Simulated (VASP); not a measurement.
# Nb (I4/mmm) in VASP: notebook

Nb is run at these levels: r2SCAN; tasks: single point.

Everything below comes from runs of VASP 6.6.1. Logs are shortened: lines on timing, memory, paths and dates and some standing lists are left out, and cuts for length are marked.

### Step 1. The cell of the first run

Symmetry: I4/mmm, No. 139, tetragonal system. The conventional cell has a = 2.752 Å, b = 2.752 Å, c = 4.568 Å, α = 90.00°, β = 90.00°, γ = 90.00°. Nb (site symmetry 4/mmm) has 12 Nb at 2.75 to 3.00 Å within 3.6 Å.

### Step 2. Single point, r2SCAN (strain -0.080 along x and y, +0.080 along z)

The input, POSCAR:

```
Nb
1.0
    0.0000000000      1.9458000000      2.2842000000
    1.9458000000      0.0000000000      2.2842000000
    1.9458000000      1.9458000000      0.0000000000
Nb
1
Direct
    0.0000000000      0.0000000000      0.0000000000
```

The input, INCAR.step1:

```
PREC = Accurate ; ENCUT = 520
ISMEAR = 0 ; SIGMA = 0.15
LREAL = False ; LASPH = True
NELM = 100 ; NBANDS = 12
GGA = PE ; ALGO = Normal
EDIFF = 1E-4 ; LWAVE = True
LCHARG = False
```

The input, INCAR.step2:

```
PREC = Accurate ; ENCUT = 520
EDIFF = 1E-6 ; ISMEAR = 0
SIGMA = 0.15 ; LREAL = False
LASPH = True ; NELM = 100
ALGO = Normal ; ISIF = 2
LWAVE = False ; LCHARG = True
METAGGA = R2SCAN ; LMIXTAU = True
LELF = True ; LVHAR = True
NBANDS = 12 ; ISTART = 1
```

The input, KPOINTS:

```
regular mesh
0
Gamma
  20 20 20
```

Potentials or basis: VASP PAW PBE potentials, release 64 (Nb_sv).

Launch:

```bash
$ cat potpaw_PBE.64/Nb_sv/POTCAR > POTCAR
$ cp INCAR.step1 INCAR
$ mpirun -np 1 vasp_std > vasp.out
$ cp INCAR.step2 INCAR
$ mpirun -np 1 vasp_std > vasp.out
```

OUTCAR:

```text
PREC = Accurate
   ENCUT = 520
   EDIFF = 1E-6
   ISMEAR = 0
   LREAL = False
   LASPH = True
   NELM = 100
   ISIF = 2
   METAGGA = R2SCAN
   ISTART = 1

 ion  position               nearest neighbor table
   1  0.000  0.000  0.000-

  LATTYP: Found a body centered tetragonal cell.
 ALAT       =     2.7517767497
 C/A-ratio  =     1.6601637471

  Lattice vectors:

 A1 = (  -1.9458000000,   0.0000000000,   2.2842000000)
 A2 = (   1.9458000000,   0.0000000000,   2.2842000000)
 A3 = (   0.0000000000,   1.9458000000,  -2.2842000000)

Analysis of symmetry for initial positions (statically):
=====================================================================
 Subroutine PRICEL returns:
 Original cell was already a primitive cell.

 Routine SETGRP: Setting up the symmetry group for a
 body centered tetragonal supercell.

 Subroutine GETGRP returns: Found 16 space group operations
 (whereof 16 operations were pure point group operations)
 out of a pool of 16 trial point group operations.

The static configuration has the point symmetry D_4h.

Analysis of symmetry for dynamics (positions and initial velocities):
=====================================================================
 Subroutine PRICEL returns:
 Original cell was already a primitive cell.

 Routine SETGRP: Setting up the symmetry group for a
 body centered tetragonal supercell.

 Subroutine GETGRP returns: Found 16 space group operations
 (whereof 16 operations were pure point group operations)
 out of a pool of 16 trial point group operations.

The dynamic configuration has the point symmetry D_4h.

 Subroutine INISYM returns: Found 16 space group operations
 (whereof 16 operations are pure point group operations),
 and found     1 'primitive' translations

----------------------------------------------------------------------------------------

                                     Primitive cell

  volume of cell :      17.2966

  direct lattice vectors                    reciprocal lattice vectors
     0.000000000  1.945800000  2.284200000    -0.256963717  0.256963717  0.218895018
     1.945800000  0.000000000  2.284200000     0.256963717 -0.256963717  0.218895018
     1.945800000  1.945800000  0.000000000     0.256963717  0.256963717 -0.218895018

  length of vectors
     3.000617816  3.000617816  2.751776750     0.424235468  0.424235468  0.424235468

  position of ions in fractional coordinates (direct lattice)
     0.000000000  0.000000000  0.000000000

  ion indices of the primitive-cell ions
   primitive index   ion index
                 1           1

----------------------------------------------------------------------------------------

 KPOINTS: regular mesh

Automatic generation of k-mesh.
 Grid dimensions read from file:
 generate k-points for:   20   20   20

 Generating k-lattice:

  Cartesian coordinates                     Fractional coordinates (reciprocal lattice)
    -0.012848186  0.012848186  0.010944751     0.050000000  0.000000000  0.000000000
     0.012848186 -0.012848186  0.010944751     0.000000000  0.050000000  0.000000000
     0.012848186  0.012848186 -0.010944751     0.000000000  0.000000000  0.050000000

  Length of vectors
     0.021211773  0.021211773  0.021211773

  Shift w.r.t. Gamma in fractional coordinates (k-lattice)
     0.000000000  0.000000000  0.000000000

 Subroutine IBZKPT returns following result:
 ===========================================

 Found    641 irreducible k-points:

 Following reciprocal coordinates:
            Coordinates               Weight
  0.000000  0.000000  0.000000      1.000000
  0.050000 -0.000000  0.000000      8.000000
  0.100000  0.000000  0.000000      8.000000
  0.150000  0.000000  0.000000      8.000000
  0.200000  0.000000  0.000000      8.000000
  0.250000  0.000000  0.000000      8.000000
[... 16 lines left out ...]
 -0.400000  0.050000  0.000000      8.000000
 -0.350000  0.050000  0.000000      8.000000
 [... further k-points ...]
   k-points           NKPTS =    641   k-points in BZ     NKDIM =    641   number of bands    NBANDS=     12
   number of dos      NEDOS =    301   number of ions     NIONS =      1
   total plane-waves  NPLWV =  11520
   dimension x,y,z NGX =    24 NGY =   24 NGZ =   20
   dimension x,y,z NGXF=    48 NGYF=   48 NGZF=   40
   ions per type =               1
   NGX,Y,Z   is equivalent  to a cutoff of  13.30, 13.30, 12.08 a.u.
   NGXF,Y,Z  is equivalent  to a cutoff of  26.59, 26.59, 24.17 a.u.
 SYSTEM =  unknown system
   PREC   = accura    normal or accurate (medium, high low for compatibility)
   ISTART =      1    job   : 0-new  1-cont  2-samecut
   ICHARG =      0    charge: 1-file 2-atom 10-const
   ISPIN  =      1    spin polarized calculation?
   LNONCOLLINEAR =      F non collinear calculations
   LSORBIT =      F    spin-orbit coupling
   LASPH  =      T    aspherical Exc in radial PAW
   ENCUT  =  520.0 eV  38.22 Ry    6.18 a.u.   5.58  5.58  5.12*2*pi/ulx,y,z
   NELM   =    100;   NELMIN=  2; NELMDL=  0     # of ELM steps
   EDIFF  = 0.1E-05   stopping-criterion for ELM
   LREAL  =      F    real-space projection
   EDIFFG = 0.1E-04   stopping-criterion for IOM
   NSW    =      0    number of steps for IOM
   IBRION =     -1    ionic relax: 0-MD 1-quasi-New 2-CG
   NFREE  =      0    steps in history (QN), initial steepest desc. (CG)
   ISIF   =      2    stress and relaxation
   ISYM   =      2    0-nonsym 1-usesym 2-fastsym
   POTIM  = 0.5000    time-step for ionic-motion
   TEBEG  =    0.0;   TEEND  =   0.0 temperature during run
   PSTRESS=    0.0 pullay stress
   NELECT =      13.0000    total number of electrons
   NUPDOWN=      -1.0000    fix difference up-down
   EMIN   =  10.00;   EMAX   =-10.00  energy-range for DOS
   EFERMI =   0.00;   METHOD = LEGACY
   ISMEAR =     0;   SIGMA  =   0.15  broadening in eV -4-tet -1-fermi 0-gaus
   EFERMI_NEDOS =   21; number of points for ismear=-14 and -15
   IALGO  =     38    algorithm
   IMIX   =      4    mixing-type and parameters
     AMIX     =   0.40;   BMIX     =  1.00
     AMIX_MAG =   1.60;   BMIX_MAG =  1.00
  volume/ion in A,a.u.               =      17.30       116.72
  Fermi-wavevector in a.u.,A,eV,Ry     =   1.488455  2.812773 30.143693  2.215499
  Thomas-Fermi vector in A             =   2.601488
   LORBIT       =      0    0 simple, 1 ext, 2 COOP (PROOUT), +10 PAW based schemes
   METAGGA = R2SCAN    functional components
   LHFCALC =     F    Hartree Fock is set to
   AEXX    =    0.0000 exact exchange contribution
   IVDW    =     0    specifies the selected vdW correction
   LEPSILON=     F    determine dielectric tensor
   LRPA    =     F    only Hartree local field effects (RPA)
 non-spin polarized calculation
 Gauss-broadening in eV      SIGMA  =   0.15
  energy-cutoff  :      520.00
  volume of cell :       17.30
 maximum number of plane-waves:       485
   NGX = 11   NGY = 11   NGZ = 11

 number of electron      13.0000001 magnetization

 Free energy of the ion-electron system (eV)
  ---------------------------------------------------
  ext. energy  EPLUGINS =         0.00000000
  ---------------------------------------------------
  free energy    TOTEN  =       -24.63306124 eV

  energy without entropy =      -24.61972514  energy(sigma->0) =      -24.62639319

 E-fermi :  11.9822     XC(G=0): -13.8465

 val. band max:       11.9777311498   @ k =  -0.3500   0.2000   0.1500
 cond. band min:      11.9898516556   @ k =  -0.3500  -0.0000   0.2500
 fundamental gap:      0.0121205059
 Fermi energy:        11.9822205752

 k-point     1 :       0.0000    0.0000    0.0000
  band No.  band energies     occupation
      1     -44.3924      2.00000
      2     -18.9512      2.00000
      3     -18.7540      2.00000
      4     -18.7540      2.00000
      5       5.3864      2.00000
      6      10.8182      2.00000
      7      13.2081      0.00000
      8      13.2081      0.00000
      9      13.4808      0.00000
     10      16.8303      0.00000
     11      24.8796      0.00000
     12      26.9534      0.00000

 k-point     2 :       0.0500   -0.0000    0.0000
  band No.  band energies     occupation
      1     -44.3849      2.00000
      2     -18.9659      2.00000
      3     -18.7940      2.00000
      4     -18.7550      2.00000
      5       5.4957      2.00000
      6      10.8591      2.00000
      7      13.0968      0.00000
      8      13.2574      0.00000
      9      13.4847      0.00000
     10      16.7459      0.00000
     11      25.1040      0.00000
     12      27.0915      0.00000

 k-point     3 :       0.1000    0.0000    0.0000
  band No.  band energies     occupation
      1     -44.3633      2.00000
      2     -19.0276      2.00000
      3     -18.8896      2.00000
      4     -18.7577      2.00000
      5       5.8104      2.00000
      6      10.9642      2.00000
      7      12.7706      0.00000
      8      13.3974      0.00000
      9      13.5596      0.00000
     10      16.5188      0.00000
     11      25.6863      0.00000
     12      27.4447      0.00000

 k-point     4 :       0.1500    0.0000    0.0000
  band No.  band energies     occupation
      1     -44.3295      2.00000
      2     -19.1906      2.00000
      3     -18.9676      2.00000
      4     -18.7620      2.00000
      5       6.2892      2.00000
      6      11.0891      2.00000
      7      12.3323      0.00096
      8      13.6001      0.00000
      9      13.7733      0.00000
     10      16.2207      0.00000
     11      26.2973      0.00000
     12      27.7836      0.00000

 k-point     5 :       0.2000    0.0000    0.0000
  band No.  band energies     occupation
      1     -44.2865      2.00000
      2     -19.4305      2.00000
      3     -19.0251      2.00000
      4     -18.7673      2.00000
      5       6.8543      2.00000
      6      11.2040      2.00000
      7      11.9067      1.52382
      8      13.8019      0.00000
      9      14.1793      0.00000
     10      15.9617      0.00000
     11      26.2360      0.00000
     12      28.2090      0.00000
[... 228 lines left out ...]
      1     -44.0807      2.00000
      2     -20.5015      2.00000
      3     -19.2657      2.00000
      4     -18.7990      2.00000
      5       7.8416      2.00000
      6      10.9425      2.00000
      7      13.3553      0.00000
      8      13.6699      0.00000
      9      17.1546      0.00000
     10      18.0077      0.00000
     11      24.2902      0.00000
     12      24.5234      0.00000

 k-point    22 :      -0.4500    0.0500    0.0000
  band No.  band energies     occupation
      1     -44.0796      2.00000
      2     -20.5115      2.00000
      3     -19.2628      2.00000
      4     -18.7918      2.00000
      5       7.8454      2.00000
      6      11.0041      2.00000
      7      13.3345      0.00000
      8      13.5442      0.00000
      9      17.0219      0.00000
     10      18.1749      0.00000
     11      24.0956      0.00000
     12      24.9003      0.00000

 k-point    23 :      -0.4000    0.0500    0.0000
  band No.  band energies     occupation
      1     -44.0940      2.00000
      2     -20.4449      2.00000
      3     -19.2439      2.00000
      4     -18.7832      2.00000
      5       7.8924      2.00000
      6      11.0966      2.00000
      7      13.0329      0.00000
      8      13.4034      0.00000
      9      16.7116      0.00000
     10      17.8967      0.00000
     11      24.0481      0.00000
     12      25.8238      0.00000

 k-point    24 :      -0.3500    0.0500    0.0000
  band No.  band energies     occupation
      1     -44.1222      2.00000
      2     -20.3066      2.00000
      3     -19.2112      2.00000
      4     -18.7739      2.00000
      5       7.9447      2.00000
      6      11.1941      2.00000
      7      12.3668      0.00029
      8      13.5525      0.00000
      9      16.2916      0.00000
     10      17.2452      0.00000
     11      24.2394      0.00000
     12      27.0077      0.00000

 [... further k-points ...]

------------------------ aborting loop because EDIFF is reached ----------------------------------------

  FORCE on cell =-STRESS in cart. coord.  units (eV):
  Direction    XX          YY          ZZ          XY          YZ          ZX
  --------------------------------------------------------------------------------------
  -------------------------------------------------------------------------------------
  Total        0.7142148      0.7142148      2.3471541      0.0000000      0.0000000      0.0000000
  in kB       66.1574705     66.1574705    217.4160858      0.0000000      0.0000000      0.0000000
  external PRESSURE =     116.5770089 kB  Pullay stress =       0.0000000 kB

 VOLUME and BASIS-vectors are now :
 -----------------------------------------------------------------------------
  energy-cutoff  :      520.00
  volume of cell :       17.30
      direct lattice vectors                 reciprocal lattice vectors
     0.000000000  1.945800000  2.284200000    -0.256963717  0.256963717  0.218895018
     1.945800000  0.000000000  2.284200000     0.256963717 -0.256963717  0.218895018
     1.945800000  1.945800000  0.000000000     0.256963717  0.256963717 -0.218895018

 POSITION                                       TOTAL-FORCE (eV/Angst)
 -----------------------------------------------------------------------------------
      0.00000      0.00000      0.00000         0.000000      0.000000      0.000000
 -----------------------------------------------------------------------------------
    total drift:                               -0.000000      0.000000      0.000000

  FREE ENERGIE OF THE ION-ELECTRON SYSTEM (eV)
  ---------------------------------------------------
  free  energy   TOTEN  =       -24.6330612437 eV

  energy  without entropy=      -24.6197251405  energy(sigma->0) =      -24.62639319
```

Run time: 2.1 min. Hardware: 1 thread of Intel Xeon 6975P-C (Granite Rapids), shared host; peak memory 0.24 GiB.

Results:

```
Free energy            : -24.6331 eV
Pressure               : 11.7 GPa
Band gap on the k mesh : zero (an odd number of electrons rules out a gap without spin polarisation)
```

Stress tensor (GPa, compression positive):
```
 6.62  0.00  0.00
 0.00  6.62  0.00
 0.00  0.00 21.74
```

Levels at points of the mesh, in eV from the Fermi level:
| k point | band 2 | band 3 | band 4 | band 5 | band 6 | band 7 | band 8 | band 9 | band 10 | band 11 |
| --- | --- | --- | --- | --- | --- | --- | --- | --- | --- | --- |
| (0.00, 0.00, 0.00) | -30.93 | -30.74 | -30.74 | -6.60 | -1.16 | 1.23 | 1.23 | 1.50 | 4.85 | 12.90 |
| (0.50, 0.00, 0.00) | -32.51 | -31.23 | -30.77 | -4.23 | -0.95 | 1.29 | 1.86 | 5.15 | 5.92 | 12.17 |
| (0.50, 0.50, 0.00) | -32.32 | -31.06 | -31.06 | -4.44 | -3.63 | 2.37 | 6.01 | 6.08 | 6.08 | 13.09 |
| (0.50, 0.00, 0.50) | -32.37 | -31.78 | -31.30 | -4.61 | -3.68 | 4.84 | 5.10 | 5.48 | 7.37 | 10.73 |

Caveat: the cell differs from its parent crystal (strain -0.080 along x and y, +0.080 along z); the cell stands under pressure; the PAW data sets were made with another functional, which shifts forces and pressure a little.

### Step 3. Single point, r2SCAN (strain +0.000 along x and y, -0.080 along z)

The input, POSCAR:

```
Nb
1.0
    0.0000000000      2.1150000000      1.9458000000
    2.1150000000      0.0000000000      1.9458000000
    2.1150000000      2.1150000000      0.0000000000
Nb
1
Direct
    0.0000000000      0.0000000000      0.0000000000
```

The input, INCAR.step1:

```
  PREC = Accurate
  ENCUT = 520
  ISMEAR = 0
  SIGMA = 0.15
  LREAL = False
  LASPH = True
  NELM = 100
  NBANDS = 12
  GGA = PE
  ALGO = Normal
  EDIFF = 1E-4
  LWAVE = True
  LCHARG = False
```

The input, INCAR.step2:

```
  PREC = Accurate
  ENCUT = 520
  EDIFF = 1E-6
  ISMEAR = 0
  SIGMA = 0.15
  LREAL = False
  LASPH = True
  NELM = 100
  ALGO = Normal
  ISIF = 2
  LWAVE = False
  LCHARG = False
  METAGGA = R2SCAN
  LMIXTAU = True
  NBANDS = 12
  ISTART = 1
```

KPOINTS is that of step 2.

Potentials or basis: VASP PAW PBE potentials, release 64 (Nb_sv).

Launch:

```bash
$ cat potpaw_PBE.64/Nb_sv/POTCAR > POTCAR
$ cp INCAR.step1 INCAR
$ mpirun -np 1 vasp_std > vasp.out
$ cp INCAR.step2 INCAR
$ mpirun -np 1 vasp_std > vasp.out
```

OUTCAR:

```text
PREC = Accurate
   ENCUT = 520
   EDIFF = 1E-6
   ISMEAR = 0
   LREAL = False
   LASPH = True
   NELM = 100
   ISIF = 2
   METAGGA = R2SCAN
   ISTART = 1

 ion  position               nearest neighbor table
   1  0.000  0.000  0.000-

  LATTYP: Found a body centered tetragonal cell.
 ALAT       =     2.9910616844
 C/A-ratio  =     1.3010764774

  Lattice vectors:

 A1 = (   0.0000000000,  -2.1150000000,  -1.9458000000)
 A2 = (   0.0000000000,   2.1150000000,  -1.9458000000)
 A3 = (   2.1150000000,   0.0000000000,   1.9458000000)

[... 539 lines left out ...]

 [... further k-points ...]

------------------------ aborting loop because EDIFF is reached ----------------------------------------

  FORCE on cell =-STRESS in cart. coord.  units (eV):
  Direction    XX          YY          ZZ          XY          YZ          ZX
  --------------------------------------------------------------------------------------
  -------------------------------------------------------------------------------------
  Total        2.0518127      2.0518127     -0.2944828      0.0000000     -0.0000000     -0.0000000
  in kB      188.8423376    188.8423376    -27.1032641      0.0000000     -0.0000000     -0.0000000
  external PRESSURE =     116.8604704 kB  Pullay stress =       0.0000000 kB

 VOLUME and BASIS-vectors are now :
 -----------------------------------------------------------------------------
  energy-cutoff  :      520.00
  volume of cell :       17.41
      direct lattice vectors                 reciprocal lattice vectors
     0.000000000  2.115000000  1.945800000    -0.236406619  0.236406619  0.256963717
     2.115000000  0.000000000  1.945800000     0.236406619 -0.236406619  0.256963717
     2.115000000  2.115000000  0.000000000     0.236406619  0.236406619 -0.256963717

 POSITION                                       TOTAL-FORCE (eV/Angst)
 -----------------------------------------------------------------------------------
      0.00000      0.00000      0.00000         0.000000      0.000000      0.000000
 -----------------------------------------------------------------------------------
    total drift:                                0.000000      0.000000      0.000000

  FREE ENERGIE OF THE ION-ELECTRON SYSTEM (eV)
  ---------------------------------------------------
  free  energy   TOTEN  =       -24.5474690252 eV

  energy  without entropy=      -24.5337945466  energy(sigma->0) =      -24.54063179
```

OSZICAR.step1:

```text
N       E                     dE             d eps       ncg     rms          rms(c)
DAV:   1     0.117905939357E+03    0.11791E+03   -0.72746E+03 15496   0.108E+03
DAV:   2    -0.554703972871E+01   -0.12345E+03   -0.11891E+03 16584   0.392E+02
DAV:   3    -0.100219522635E+02   -0.44749E+01   -0.42837E+01 22184   0.658E+01
DAV:   4    -0.102993474965E+02   -0.27740E+00   -0.27538E+00 21780   0.146E+01
DAV:   5    -0.103090137320E+02   -0.96662E-02   -0.96620E-02 22480   0.228E+00    0.737E+00
DAV:   6    -0.995728151236E+01    0.35173E+00   -0.55750E-01 24640   0.958E+00    0.268E+00
DAV:   7    -0.991686415385E+01    0.40417E-01   -0.18505E-01 25356   0.551E+00    0.990E-01
DAV:   8    -0.992271875444E+01   -0.58546E-02   -0.13662E-02 18280   0.157E+00    0.349E-02
DAV:   9    -0.992277195483E+01   -0.53200E-04   -0.96072E-04 24612   0.281E-01
   1 F= -.99227720E+01 E0= -.99152637E+01  d E =-.150166E-01
```

It took 2.8 min on 1 thread of Intel Xeon 6975P-C (Granite Rapids), shared host; peak memory 0.25 GiB.

Results:

- Free energy: -24.5475 eV
- Pressure: 11.7 GPa
- Band gap on the k mesh: zero (an odd number of electrons rules out a gap without spin polarisation)

Caveat: the cell differs from its parent crystal (strain +0.000 along x and y, -0.080 along z); the cell stands under pressure; the PAW data sets were made with another functional, which shifts forces and pressure a little.
